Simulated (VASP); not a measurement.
# Al3H (P6_3/mmc) in VASP: notebook, part 2 of 2

VASP 6.6.1.

### Step 3. Single point, PBE

This run uses another cell than the first one, of 14.73 Å³/atom.

INCAR

```
SYSTEM = Al3H
ALGO = Normal
EDIFF = 1E-6
ENCUT = 520
GGA = PE
ISIF = 2
ISMEAR = 0
LASPH = .True.
LCHARG = .True.
LELF = .True.
LREAL = .False.
LVHAR = .True.
LWAVE = .False.
NBANDS = 20
NELM = 60
PREC = Accurate
SIGMA = 0.1
```

KPOINTS

```
k-points
0
Gamma
  12 12 10
  0 0 0
```

POSCAR

```
Al3H
1.0
    5.7180467490      0.0000000000      0.0000000000
   -2.8590233745      4.9519737447      0.0000000000
    0.0000000000      0.0000000000      4.1627953920
Al H
6 2
Direct
    0.1766356174      0.3532712348      0.7500000000
    0.8233643826      0.1766356174      0.2500000000
    0.8233643826      0.6467287652      0.2500000000
    0.1766356174      0.8233643826      0.7500000000
    0.6467287652      0.8233643826      0.7500000000
    0.3532712348      0.1766356174      0.2500000000
    0.6666666667      0.3333333333      0.7500000000
    0.3333333333      0.6666666667      0.2500000000
```

Potentials or basis: VASP PAW PBE potentials, release 64 (Al, H).

Launch:

```bash
$ cat potpaw_PBE.64/Al/POTCAR potpaw_PBE.64/H/POTCAR > POTCAR
$ mpirun -np 1 vasp_std > vasp.out
```

OUTCAR:

```text
SYSTEM = Al3H
   EDIFF = 1E-6
   ENCUT = 520
   GGA = PE
   ISIF = 2
   ISMEAR = 0
   LASPH = .True.
   LREAL = .False.
   NELM = 60
   PREC = Accurate

 ion  position               nearest neighbor table
   1  0.177  0.353  0.750-   4 2.69   5 2.69   6 2.72   6 2.72   2 2.72   2 2.72   4 3.03   5 3.03

   2  0.823  0.177  0.250-   6 2.69   3 2.69   1 2.72   1 2.72   5 2.72   5 2.72   6 3.03   3 3.03

   3  0.823  0.647  0.250-   2 2.69   6 2.69   5 2.72   5 2.72   4 2.72   4 2.72   6 3.03   2 3.03

   4  0.177  0.823  0.750-   5 2.69   1 2.69   3 2.72   3 2.72   6 2.72   6 2.72   5 3.03   1 3.03

   5  0.647  0.823  0.750-   4 2.69   1 2.69   3 2.72   3 2.72   2 2.72   2 2.72   4 3.03   1 3.03

   6  0.353  0.177  0.250-   2 2.69   3 2.69   1 2.72   1 2.72   4 2.72   4 2.72   2 3.03   3 3.03

   7  0.667  0.333  0.750-
   8  0.333  0.667  0.250-

  LATTYP: Found a hexagonal cell.
 ALAT       =     5.7180467490
 C/A-ratio  =     0.7280100312

  Lattice vectors:

 A1 = (   5.7180467490,   0.0000000000,   0.0000000000)
 A2 = (  -2.8590233745,   4.9519737447,   0.0000000000)
 A3 = (   0.0000000000,   0.0000000000,   4.1627953920)
[... 189 lines left out ...]

 E-fermi :   6.2747     XC(G=0):  -9.7957

 val. band max:        6.2652259445   @ k =   0.2500   0.0833   0.2000
 cond. band min:       6.2752198684   @ k =   0.3333  -0.0000   0.2000
 fundamental gap:      0.0099939239
 Fermi energy:         6.2746859389

 k-point     1 :       0.0000    0.0000    0.0000
  band No.  band energies     occupation
      1      -4.1685      2.00000
      2       1.1553      2.00000
      3       1.4390      2.00000
      4       1.5478      2.00000
      5       1.5478      2.00000
      6       2.3101      2.00000
[... 541 lines left out ...]
     19      11.2391      0.00000
     20      12.1162      0.00000

 [... further k-points ...]
[... 5 lines left out ...]
  --------------------------------------------------------------------------------------
  -------------------------------------------------------------------------------------
  Total       -0.0116361     -0.0116361     -0.0744380      0.0000000     -0.0000000      0.0000000
  in kB       -0.1581643     -0.1581643     -1.0117987      0.0000000     -0.0000000      0.0000000
  external PRESSURE =      -0.4427091 kB  Pullay stress =       0.0000000 kB

 VOLUME and BASIS-vectors are now :
 -----------------------------------------------------------------------------
  energy-cutoff  :      520.00
  volume of cell :      117.87
      direct lattice vectors                 reciprocal lattice vectors
     5.718046749  0.000000000  0.000000000     0.174884894  0.100969841  0.000000000
    -2.859023374  4.951973745  0.000000000     0.000000000  0.201939681  0.000000000
     0.000000000  0.000000000  4.162795392     0.000000000  0.000000000  0.240223193

 POSITION                                       TOTAL-FORCE (eV/Angst)
 -----------------------------------------------------------------------------------
      0.00000      1.74939      3.12210        -0.000000      0.006591     -0.000000
      4.20303      0.87469      1.04070        -0.005708      0.003296      0.000000
      2.85902      3.20258      1.04070        -0.000000     -0.006591      0.000000
     -1.34401      4.07728      3.12210         0.005708     -0.003296      0.000000
      1.34401      4.07728      3.12210        -0.005708     -0.003296     -0.000000
      1.51502      0.87469      1.04070         0.005708      0.003296     -0.000000
      2.85902      1.65066      3.12210        -0.000000      0.000000     -0.000000
     -0.00000      3.30132      1.04070        -0.000000      0.000000     -0.000000
 -----------------------------------------------------------------------------------
    total drift:                               -0.000000     -0.000000      0.000000

  FREE ENERGIE OF THE ION-ELECTRON SYSTEM (eV)
  ---------------------------------------------------
  free  energy   TOTEN  =       -25.4843615146 eV

  energy  without entropy=      -25.4721581795  energy(sigma->0) =      -25.47825985
```

It took 84 s on 1 thread of Intel Xeon 6975P-C (Granite Rapids), shared host; peak memory 0.38 GiB.

What came out:

| Quantity | Value |
| --- | --- |
| Free energy | -25.4844 eV |
| Pressure | 0.0 GPa |
| Largest force | 0.007 eV/Å |
| Band gap on the k mesh | zero (bands 10 and 11 overlap by 3.35 eV) |

Forces in eV/Å, atoms in the order of the input:
```
Al   0.000  0.007  0.000
Al  -0.006  0.003  0.000
Al   0.000 -0.007  0.000
Al   0.006 -0.003  0.000
Al  -0.006 -0.003  0.000
Al   0.006  0.003  0.000
H    0.000  0.000  0.000
H    0.000  0.000  0.000
```

### Step 4. Relaxation of cell and atoms, PBE

This run uses another cell than the first one, of 14.68 Å³/atom.

INCAR

```
ALGO = Normal
EDIFF = 1E-7
EDIFFG = -0.01
ENCUT = 600
GGA = PE
IBRION = 2
ISIF = 3
ISMEAR = 0
LASPH = True
LCHARG = False
LREAL = False
LWAVE = False
NELM = 60
NSW = 100
PREC = Accurate
SIGMA = 0.1
```

KPOINTS

```
k-points
0
Gamma
  12 12 10
```

POSCAR

```
Al3H
1.0
    5.6185201614      0.0000000000      0.0000000000
   -2.8092600807      4.8657811915      0.0000000000
    0.0000000000      0.0000000000      4.2960759860
Al H
6 2
Direct
    0.1740333415      0.3480666830      0.7500000000
    0.8259666585      0.1740333415      0.2500000000
    0.8259666585      0.6519333170      0.2500000000
    0.1740333415      0.8259666585      0.7500000000
    0.6519333170      0.8259666585      0.7500000000
    0.3480666830      0.1740333415      0.2500000000
    0.6666666667      0.3333333333      0.7500000000
    0.3333333333      0.6666666667      0.2500000000
```

Launch:

```bash
$ cat potpaw_PBE.64/Al/POTCAR potpaw_PBE.64/H/POTCAR > POTCAR
$ mpirun -np 1 vasp_std > vasp.out
```

Run time: 8.2 min. Hardware: 1 thread of Intel Xeon 6975P-C (Granite Rapids), shared host; peak memory 0.42 GiB.

The run converged. Its results:

```
Free energy                           : -25.4850 eV
Relaxed volume                        : 14.73 Å³/atom
Relaxed cell                          : a = 5.719 Å, b = 5.719 Å, c = 4.159 Å, α = 90.00°, β = 90.00°, γ = 120.00°
Space group after relaxing (to 0.1 Å) : P6_3/mmc (No. 194)
Energy gained by relaxing             : 3.7 meV/atom
Ionic steps                           : 10
Pressure after relaxing               : 0.0 GPa
Band gap on the k mesh                : zero (bands 10 and 11 overlap by 3.35 eV)
```

Step by step:
| step | energy change (eV) | largest force (eV/Å) | pressure (GPa) | volume (Å³) |
| --- | --- | --- | --- | --- |
| 1 | 0.0000 | 0.0217 | 0.13 | 117.45 |
| 2 | -0.0045 | 0.0469 | 0.01 | 117.64 |
| 3 | -0.0132 | 0.1362 | -0.30 | 118.21 |
| 4 | -0.0036 | 0.2704 | -0.74 | 119.26 |
| 5 | -0.0165 | 0.1843 | -0.45 | 118.52 |
| 6 | -0.0197 | 0.1730 | -0.40 | 118.45 |
| 7 | -0.0253 | 0.1330 | -0.25 | 118.24 |
| 8 | -0.0258 | 0.1152 | -0.18 | 118.15 |
| 9 | -0.0282 | 0.0743 | -0.11 | 118.03 |
| 10 | -0.0299 | 0.0018 | 0.01 | 117.82 |

Final structure:
```xyz
8
Lattice="5.7195 0.0000 0.0000 -2.8597 4.9532 0.0000 0.0000 0.0000 4.1587" Properties=species:S:1:pos:R:3 pbc="T T T"
Al    0.0000    1.7507    3.1191
Al    4.2033    0.8754    1.0397
Al    2.8597    3.2025    1.0397
Al   -1.3436    4.0778    3.1191
Al    1.3436    4.0778    3.1191
Al    1.5162    0.8754    1.0397
H     2.8597    1.6511    3.1191
H     0.0000    3.3021    1.0397
```

Levels at points of the mesh, in eV from the Fermi level:
```csv
k point,band 7,band 8,band 9,band 10,band 11,band 12,band 13,band 14
"(0.00, 0.00, 0.00)",-3.97,-2.33,-2.11,1.34,2.16,2.16,2.57,3.66
"(0.50, 0.00, 0.00)",-0.98,-0.59,-0.53,-0.19,0.06,0.08,1.38,1.40
"(0.00, 0.00, 0.50)",-2.68,-2.68,-2.68,-2.68,-1.95,-1.95,-1.95,-1.95
"(0.50, 0.00, 0.50)",-3.78,-3.78,0.47,0.47,1.43,1.43,2.07,2.07
```

### Step 5. The runs side by side

| task | cell | k mesh | cutoff (eV) | gap on the mesh (eV) | pressure (GPa) | relaxed volume (Å³/atom) | largest force (eV/Å) |
| --- | --- | --- | --- | --- | --- | --- | --- |
| relaxation of cell and atoms | relaxed from a = 5.164, b = 5.164, c = 4.140 Å, angles 90.0, 90.0, 120.0°, 8 atoms, atomic positions A | 6 × 6 × 4 | 600 | none | 0.0 | 14.73 | 0.02 |
| single point | a = 5.718, b = 5.718, c = 4.163 Å, angles 90.0, 90.0, 120.0°, 8 atoms, atomic positions B | 12 × 12 × 10 | 520 | none | 0.0 | - | 0.01 |
| relaxation of cell and atoms | relaxed from a = 5.619, b = 5.619, c = 4.296 Å, angles 90.0, 90.0, 120.0°, 8 atoms, atomic positions C | 12 × 12 × 10 | 600 | none | 0.0 | 14.73 | - |

Alike in all rows: level PBE; potentials or basis VASP PAW PBE potentials, release 64 (Al, H); no spin polarisation; smearing gaussian 0.1 eV.

Caveats: some runs use coarse meshes; the volume moved by over 15 % at a fixed basis, so the end points are rough (at least some runs).

Absolute energies hang on the potentials; compare differences alone.

The gap in the log of VASP goes by the Fermi energy; the results here count the filled bands.